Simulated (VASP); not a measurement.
Set up this calculation in VASP 6.6.1, as the native input.

| Item | Value |
| --- | --- |
| Task | relaxation of cell and atoms |
| Functional | PBE |
| Potentials or basis | VASP PAW PBE potentials, release 64 (Be, Mg, Zn, Se, Te) |
| Cutoff | 600 eV |
| k mesh | 3 × 3 × 2 |
| Occupations | gaussian, width 0.1 eV |
| Spin | no spin polarisation |
| Dipole correction | no |
| Further INCAR settings | LREAL = Auto; ALGO = Normal; EDIFF = 1e-06; ISYM = 0; IBRION = 2; EDIFFG = -0.04; NSW = 45; ISIF = 3 |

The structure of Mg5Be4ZnTe8Se2 lies in POSCAR:

```
Mg5Be4ZnTe8Se2
1.0
    2.9820083509      3.0152126844      5.8813278190
   -3.0144998599     -2.9836066639      5.8817705632
    9.2616045855     -6.2658829897      2.9006029535
Be Mg Zn Se Te
4 5 1 2 8
Direct
    0.3985018009      0.0054787321      0.2140922788
    0.3016163019      0.4884810522      0.3750086397
    0.8010976736      0.9878722463      0.3766893731
    0.8969711861      0.5043997711      0.2176335939
    0.2022249280      0.9913436467      0.5799125054
    0.0999783073      0.4975334258      0.7968184628
    0.6020463135      0.9976998325      0.7956908969
    0.9750942573      0.9945062329      0.0414422624
    0.4773310135      0.4926852051      0.0319190616
    0.7105081421      0.4969135219      0.5751885520
    0.7437407051      0.8586554826      0.2264978380
    0.2491572948      0.3574604781      0.2230270142
    0.6072121648      0.8806601212      0.5703069339
    0.5001299731      0.3964182633      0.7945697791
    0.9927527787      0.8949937564      0.8086091939
    0.3834467931      0.8950866532      0.0252609824
    0.6712222630      0.3596098233      0.3795638135
    0.1716399569      0.8563365275      0.3706941103
    0.0973298247      0.3914578769      0.5694945391
    0.8817232837      0.3951131675      0.0285066339
```

One way to write it, as run:

INCAR

```
SYSTEM = Mg5Be4ZnTe8Se2
  PREC = Accurate
  ENCUT = 600
  EDIFF = 1E-6
  ISMEAR = 0
  SIGMA = 0.1
  LREAL = Auto
  LASPH = .TRUE.
  NELM = 60
  ALGO = Normal
  ISIF = 3
  LWAVE = .FALSE.
  LCHARG = .FALSE.
  GGA = PE
  IBRION = 2
  NSW = 45
  EDIFFG = -0.04
  ISYM = 0
```

KPOINTS

```
regular mesh
0
G
  3 3 2
  0 0 0
```

Potentials or basis: VASP PAW PBE potentials, release 64 (Be, Mg, Zn, Se, Te).

Command:

```bash
$ cat potpaw_PBE.64/Be/POTCAR potpaw_PBE.64/Mg/POTCAR potpaw_PBE.64/Zn/POTCAR potpaw_PBE.64/Se/POTCAR potpaw_PBE.64/Te/POTCAR > POTCAR
$ mpirun -np 1 vasp_std > vasp.out
```

Results of the run:

The energy gained by relaxing is 0.1 meV/atom, the ionic steps are 2 and the pressure after relaxing is 0.0 GPa. The largest force after relaxing is 0.034 eV/Å and the band gap on the k mesh is 1.66 eV.

Caveat: spin-orbit coupling is left out, which moves the levels of the heavy elements; an odd mesh through Γ misses points on the zone boundary, where band edges can lie.

It took 19 min on 1 thread of Oxide Virtual Turin-like Processor, on a shared host, peak memory 0.87 GiB.
